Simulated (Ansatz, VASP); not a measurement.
One calculation of Sc3W, two programs

```
Sc W
1.0
     4.36777    0.00000    0.00000
     0.00000    4.36777    0.00000
     0.00000    0.00000    4.36777
Sc W
3 1
Cartesian
  2.1839 0.0000 2.1839
  0.0000 2.1839 2.1839
  2.1839 2.1839 0.0000
  0.0000 0.0000 0.0000
```

Change from the starting cell: species swapped into the Dy3Ho type (Pm-3m, No. 221).

Alike in both runs: functional PBE; k mesh 4 × 4 × 4; occupations gaussian, width 0.1 eV; no spin polarisation.

Ansatz relaxed the structure, and its values are those at the end. VASP's run is a single point on that final structure, the one shown.

|  | VASP | Ansatz |
| --- | --- | --- |
| version | VASP 6.6.1 | Ansatz 0.2.0 |
| potentials or method | VASP PAW PBE potentials, release 64 (Sc_sv, W_sv), cutoff 520 eV | scalar-relativistic, plane waves, PAW |
| valence electrons in the cell | 47 | 47 |

```csv
,VASP,Ansatz,Ansatz less VASP
gap on the k mesh at the Fermi level (eV),none,none,-
pressure (GPa),0.1,0.0,-0.11
```

A gap of «none» marks a metal or a gap that the smearing closes.

Neither program's run includes spin-orbit coupling.
